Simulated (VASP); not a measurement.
# YbBi (P-6m2) in VASP: single point with PBE+U

Aim: the single point of YbBi with PBE+U.

All numbers are computed with VASP 6.6.1; they aren't measurements. Logs are shortened: lines on timing, memory, paths and dates and some standing lists are left out, and cuts for length are marked.

### 1 The cell of the first run

Symmetry: P-6m2, No. 187, hexagonal system. Conventional cell: a = 4.076 Å, b = 4.076 Å, c = 4.663 Å, α = 90.00°, β = 90.00°, γ = 120.00°. Yb (site symmetry -6m2) has 6 Bi at 3.31 Å and 6 Yb at 4.08 Å within 4.4 Å. Within 4.4 Å of Bi (site symmetry -6m2) lie 6 Yb at 3.31 Å and 6 Bi at 4.08 Å.

### 2 Single point, PBE+U, collinear spin

Contents of INCAR:

```
SYSTEM = YbBi
PREC = Accurate
ENCUT = 520
EDIFF = 1E-6
ISMEAR = 0
SIGMA = 0.05
LREAL = .False.
LASPH = .True.
NELM = 150
ALGO = Normal
ISIF = 2
LWAVE = .False.
LCHARG = .False.
ISPIN = 2
MAGMOM = 0.05 0
LORBIT = 11
LMAXMIX = 6
LDAU = .True.
LDAUTYPE = 2
LDAUL = 3 -1
LDAUU = 5 0
LDAUJ = 0 0
LDAUPRINT = 1
GGA = PE
NBANDS = 30
```

Contents of KPOINTS:

```
Automatic mesh
0
Gamma
  8 8 8
  0 0 0
```

Contents of POSCAR:

```
YbBi
1.0
    4.0763409726      0.0000000000      0.0000000000
   -2.0381704863      3.5302148368      0.0000000000
    0.0000000000      0.0000000000      4.6625063472
Yb Bi
1 1
Direct
    0.0000000000      0.0000000000      0.0000000000
    0.6666666667      0.3333333333      0.5000000000
```

Potentials or basis: VASP PAW PBE potentials, release 64 (Yb, Bi_d).

On the command line:

```
> cat potpaw_PBE.64/Yb/POTCAR potpaw_PBE.64/Bi_d/POTCAR > POTCAR
> mpirun -np 1 vasp_std > vasp.out
```

OUTCAR:

```text
SYSTEM = YbBi
   PREC = Accurate
   ENCUT = 520
   EDIFF = 1E-6
   ISMEAR = 0
   LREAL = .False.
   LASPH = .True.
   NELM = 150
   ISIF = 2
   ISPIN = 2
   LORBIT = 11
   GGA = PE

 ion  position               nearest neighbor table
   1  0.000  0.000  0.000-   2 3.31   2 3.31   2 3.31   2 3.31   2 3.31   2 3.31
   2  0.667  0.333  0.500-   1 3.31   1 3.31   1 3.31   1 3.31   1 3.31   1 3.31

  LATTYP: Found a hexagonal cell.
 ALAT       =     4.0763409726
 C/A-ratio  =     1.1437969440

  Lattice vectors:

 A1 = (   4.0763409726,   0.0000000000,   0.0000000000)
 A2 = (  -2.0381704863,   3.5302148368,   0.0000000000)
 A3 = (   0.0000000000,   0.0000000000,   4.6625063472)

Analysis of symmetry for initial positions (statically):
=====================================================================
 Subroutine PRICEL returns:
 Original cell was already a primitive cell.

 Routine SETGRP: Setting up the symmetry group for a
 hexagonal supercell.

 Subroutine GETGRP returns: Found 12 space group operations
 (whereof 12 operations were pure point group operations)
 out of a pool of 24 trial point group operations.

The static configuration has the point symmetry D_3h.

Analysis of symmetry for dynamics (positions and initial velocities):
=====================================================================
 Subroutine PRICEL returns:
 Original cell was already a primitive cell.

 Routine SETGRP: Setting up the symmetry group for a
 hexagonal supercell.

 Subroutine GETGRP returns: Found 12 space group operations
 (whereof 12 operations were pure point group operations)
 out of a pool of 24 trial point group operations.

The dynamic configuration has the point symmetry D_3h.

Analysis of structural, dynamic, and magnetic symmetry:
=====================================================================
 Subroutine PRICEL returns:
 Original cell was already a primitive cell.

 Routine SETGRP: Setting up the symmetry group for a
 hexagonal supercell.

 Subroutine GETGRP returns: Found 12 space group operations
 (whereof 12 operations were pure point group operations)
 out of a pool of 24 trial point group operations.

The overall configuration has the point symmetry D_3h.

 Subroutine INISYM returns: Found 12 space group operations
 (whereof 12 operations are pure point group operations),
 and found     1 'primitive' translations

----------------------------------------------------------------------------------------

                                     Primitive cell

  volume of cell :      67.0951

  direct lattice vectors                    reciprocal lattice vectors
     4.076340973  0.000000000  0.000000000     0.245318045  0.141634440  0.000000000
    -2.038170486  3.530214837  0.000000000     0.000000000  0.283268879  0.000000000
     0.000000000  0.000000000  4.662506347     0.000000000  0.000000000  0.214476920

  length of vectors
[... 108 lines left out ...]
   angular momentum for each species LDAUL =     3   -1
   U (eV)           for each species LDAUU =   5.0  0.0
   J (eV)           for each species LDAUJ =   0.0  0.0
   GGA     = PE    functional components
   LHFCALC =     F    Hartree Fock is set to
   AEXX    =    0.0000 exact exchange contribution
   IVDW    =     0    specifies the selected vdW correction
   LEPSILON=     F    determine dielectric tensor
   LRPA    =     F    only Hartree local field effects (RPA)
 spin polarized calculation
 Gauss-broadening in eV      SIGMA  =   0.05
  energy-cutoff  :      520.00
  volume of cell :       67.10
 maximum number of plane-waves:      1835
   NGX = 15   NGY = 15   NGZ = 17

 number of electron      38.9999993 magnetization      -0.0011295

atom =   1  type =  1  l = 3

 onsite density matrix

spin component  1

  0.9877  0.0000  0.0000 -0.0000  0.0000  0.0000 -0.0000
  0.0000  0.9860  0.0000 -0.0000 -0.0000  0.0000  0.0000
  0.0000  0.0000  0.9858  0.0000 -0.0000  0.0000  0.0000
 -0.0000 -0.0000  0.0000  0.9886  0.0000  0.0000 -0.0000
  0.0000 -0.0000 -0.0000  0.0000  0.9858  0.0000  0.0000
  0.0000  0.0000  0.0000  0.0000  0.0000  0.9860  0.0000
 -0.0000  0.0000  0.0000 -0.0000  0.0000  0.0000  0.9859

spin component  2

  0.9876  0.0000  0.0000 -0.0000  0.0000  0.0000 -0.0000
  0.0000  0.9855  0.0000 -0.0000  0.0000  0.0000  0.0000
  0.0000  0.0000  0.9838  0.0000 -0.0000  0.0000  0.0000
 -0.0000 -0.0000  0.0000  0.9865  0.0000  0.0000  0.0000
  0.0000  0.0000 -0.0000  0.0000  0.9838  0.0000  0.0000
  0.0000  0.0000  0.0000  0.0000  0.0000  0.9855  0.0000
 -0.0000  0.0000  0.0000  0.0000  0.0000  0.0000  0.9857

 occupancies and eigenvectors

  o =  0.9838  v =  0.0000  0.0000  0.0000  0.0000  0.0000  0.0000  0.0000  0.0000  0.0000 -0.0000  0.0000 -1.0000  0.0000  0.0000      0.0000  0.0000  0.0000  0.0000  0.0000  0.0000  0.0000  0.0000  0.0000  0.0000  0.0000  0.0000  0.0000  0.0000
  o =  0.9838  v =  0.0000  0.0000  0.0000  0.0000  0.0000  0.0000  0.0000 -0.0000 -0.0000  1.0000 -0.0000 -0.0000 -0.0000  0.0000      0.0000  0.0000  0.0000  0.0000  0.0000  0.0000  0.0000  0.0000  0.0000  0.0000  0.0000  0.0000  0.0000  0.0000
  o =  0.9855  v =  0.0000  0.0000  0.0000  0.0000  0.0000  0.0000  0.0000 -0.0000 -0.0261  0.0000 -0.0000  0.0000  0.9997 -0.0000      0.0000  0.0000  0.0000  0.0000  0.0000  0.0000  0.0000  0.0000  0.0000  0.0000  0.0000  0.0000  0.0000  0.0000
  o =  0.9855  v =  0.0000  0.0000  0.0000  0.0000  0.0000  0.0000  0.0000 -0.0000  0.9997  0.0000 -0.0000  0.0000  0.0261 -0.0000      0.0000  0.0000  0.0000  0.0000  0.0000  0.0000  0.0000  0.0000  0.0000  0.0000  0.0000  0.0000  0.0000  0.0000
  o =  0.9857  v =  0.0000  0.0000  0.0000  0.0000  0.0000  0.0000  0.0000 -0.0000 -0.0000 -0.0000 -0.0000 -0.0000 -0.0000 -1.0000      0.0000  0.0000  0.0000  0.0000  0.0000  0.0000  0.0000  0.0000  0.0000  0.0000  0.0000  0.0000  0.0000  0.0000
  o =  0.9858  v = -0.0000 -0.0000  0.0000  0.0000  1.0000  0.0000 -0.0000  0.0000  0.0000  0.0000  0.0000  0.0000  0.0000  0.0000      0.0000  0.0000  0.0000  0.0000  0.0000  0.0000  0.0000  0.0000  0.0000  0.0000  0.0000  0.0000  0.0000  0.0000
  o =  0.9858  v = -0.0000 -0.0000  1.0000 -0.0000 -0.0000 -0.0000  0.0000  0.0000  0.0000  0.0000  0.0000  0.0000  0.0000  0.0000      0.0000  0.0000  0.0000  0.0000  0.0000  0.0000  0.0000  0.0000  0.0000  0.0000  0.0000  0.0000  0.0000  0.0000
  o =  0.9859  v = -0.0000 -0.0000 -0.0000 -0.0000 -0.0000 -0.0000 -1.0000  0.0000  0.0000  0.0000  0.0000  0.0000  0.0000  0.0000      0.0000  0.0000  0.0000  0.0000  0.0000  0.0000  0.0000  0.0000  0.0000  0.0000  0.0000  0.0000  0.0000  0.0000
  o =  0.9860  v = -0.0000 -0.0288  0.0000 -0.0000 -0.0000  0.9996 -0.0000  0.0000  0.0000  0.0000  0.0000  0.0000  0.0000  0.0000      0.0000  0.0000  0.0000  0.0000  0.0000  0.0000  0.0000  0.0000  0.0000  0.0000  0.0000  0.0000  0.0000  0.0000
  o =  0.9860  v = -0.0000  0.9996  0.0000 -0.0000  0.0000  0.0288 -0.0000  0.0000  0.0000  0.0000  0.0000  0.0000  0.0000  0.0000      0.0000  0.0000  0.0000  0.0000  0.0000  0.0000  0.0000  0.0000  0.0000  0.0000  0.0000  0.0000  0.0000  0.0000
  o =  0.9865  v =  0.0000  0.0000  0.0000  0.0000  0.0000  0.0000  0.0000 -0.0000  0.0000  0.0000  1.0000  0.0000  0.0000 -0.0000      0.0000  0.0000  0.0000  0.0000  0.0000  0.0000  0.0000  0.0000  0.0000  0.0000  0.0000  0.0000  0.0000  0.0000
  o =  0.9876  v =  0.0000  0.0000  0.0000  0.0000  0.0000  0.0000  0.0000  1.0000  0.0000  0.0000  0.0000  0.0000  0.0000 -0.0000      0.0000  0.0000  0.0000  0.0000  0.0000  0.0000  0.0000  0.0000  0.0000  0.0000  0.0000  0.0000  0.0000  0.0000
  o =  0.9877  v =  1.0000  0.0000  0.0000  0.0000  0.0000  0.0000 -0.0000  0.0000  0.0000  0.0000  0.0000  0.0000  0.0000  0.0000      0.0000  0.0000  0.0000  0.0000  0.0000  0.0000  0.0000  0.0000  0.0000  0.0000  0.0000  0.0000  0.0000  0.0000
  o =  0.9886  v =  0.0000 -0.0000 -0.0000 -1.0000  0.0000 -0.0000  0.0000  0.0000  0.0000  0.0000  0.0000  0.0000  0.0000  0.0000      0.0000  0.0000  0.0000  0.0000  0.0000  0.0000  0.0000  0.0000  0.0000  0.0000  0.0000  0.0000  0.0000  0.0000

 number of electron      38.9999993 magnetization       0.0075474

 Free energy of the ion-electron system (eV)
  ---------------------------------------------------
  ext. energy  EPLUGINS =         0.00000000
  ---------------------------------------------------
  free energy    TOTEN  =        -7.84528421 eV

  energy without entropy =       -7.84393325  energy(sigma->0) =       -7.84460873

 E-fermi :   4.0216     XC(G=0):  -9.6851

 val. band max:        3.9846648887   @ k =   0.1250   0.0000   0.1250
 cond. band min:       4.0610189460   @ k =   0.3750   0.0000   0.5000
 fundamental gap:      0.0763540573
 Fermi energy:         4.0215922196

 spin component 1

 k-point     1 :       0.0000    0.0000    0.0000
  band No.  band energies     occupation
      1     -46.5024      1.00000
      2     -19.0535      1.00000
      3     -19.0535      1.00000
      4     -18.9987      1.00000
      5     -18.1159      1.00000
      6     -18.1159      1.00000
[... 1577 lines left out ...]
     29      13.7352      0.00000
     30      15.1150      0.00000

 [... further k-points ...]
[... 5 lines left out ...]
  --------------------------------------------------------------------------------------
  -------------------------------------------------------------------------------------
  Total        1.0540956      1.0540956      0.9767486      0.0000000      0.0000000      0.0000000
  in kB       25.1709448     25.1709448     23.3239607      0.0000000      0.0000000      0.0000000
  external PRESSURE =      24.5552834 kB  Pullay stress =       0.0000000 kB

 VOLUME and BASIS-vectors are now :
 -----------------------------------------------------------------------------
  energy-cutoff  :      520.00
  volume of cell :       67.10
      direct lattice vectors                 reciprocal lattice vectors
     4.076340973  0.000000000  0.000000000     0.245318045  0.141634440  0.000000000
    -2.038170486  3.530214837  0.000000000     0.000000000  0.283268879  0.000000000
     0.000000000  0.000000000  4.662506347     0.000000000  0.000000000  0.214476920

 POSITION                                       TOTAL-FORCE (eV/Angst)
 -----------------------------------------------------------------------------------
      0.00000      0.00000      0.00000         0.000000      0.000000      0.000000
      2.03817      1.17674      2.33125         0.000000      0.000000      0.000000
 -----------------------------------------------------------------------------------
    total drift:                                0.000000     -0.000000      0.000000

  FREE ENERGIE OF THE ION-ELECTRON SYSTEM (eV)
  ---------------------------------------------------
  free  energy   TOTEN  =        -7.8452842095 eV

  energy  without entropy=       -7.8439332510  energy(sigma->0) =       -7.84460873

 total charge

# of ion       s       p       d       f       tot
--------------------------------------------------
    1        2.127   6.035   0.256  13.793  22.211
    2        1.474   1.540   9.887   0.000  12.901
--------------------------------------------------
tot          3.601   7.576  10.143  13.793  35.112

 magnetization (x)

# of ion       s       p       d       f       tot
--------------------------------------------------
    1        0.000  -0.000   0.000   0.001   0.001
    2        0.000  -0.000   0.000   0.000  -0.000
--------------------------------------------------
tot          0.000  -0.000   0.000   0.001   0.001
```

It took 14 min on 1 thread of AMD EPYC 9R45 (Zen 5), shared host; peak memory 0.3 GiB.

Results:

```yaml
Free_energy: -7.8453 eV
Pressure: 2.5 GPa
Net_moment: 0.01 μB per cell
Valence_electrons_inside_the_program's_atomic_spheres: Yb 22.21; Bi 12.90
```

Levels at points of the mesh, in eV from the Fermi level:
Spin up:
```
           k point  band 15  band 16  band 17  band 18  band 19  band 20  band 21  band 22  band 23  band 24
(0.00, 0.00, 0.00)    -0.93    -0.93    -0.91    -0.55    -0.49     0.95     0.95     3.08     4.72     4.72
(0.50, 0.00, 0.00)    -0.95    -0.92    -0.91    -0.90    -0.66     0.62     1.15     3.16     4.18     4.64
(0.00, 0.00, 0.50)    -0.95    -0.91    -0.90    -0.90     1.54     1.54     3.14     3.14     3.48     4.99
(0.50, 0.00, 0.50)    -0.94    -0.93    -0.92    -0.90    -0.90    -0.14     0.56     3.77     4.08     6.01
```
Spin down:
```tsv
k point	band 17	band 18	band 19	band 20	band 21	band 22
(0.00, 0.00, 0.00)	-0.91	-0.54	-0.48	0.95	0.95	3.08
(0.50, 0.00, 0.00)	-0.91	-0.89	-0.66	0.62	1.15	3.16
(0.00, 0.00, 0.50)	-0.88	-0.88	1.54	1.54	3.14	3.14
(0.50, 0.00, 0.50)	-0.91	-0.89	-0.88	-0.14	0.56	3.77
```

Eigenvalues of the final occupation matrices:
```
    site  spin  trace                         eigenvalues
site 1 f     1   6.91  0.99 0.99 0.99 0.99 0.99 0.99 0.99
site 1 f     2   6.90  0.98 0.98 0.99 0.99 0.99 0.99 0.99
```

Caveat: spin-orbit coupling is left out, which moves the levels of the heavy elements.
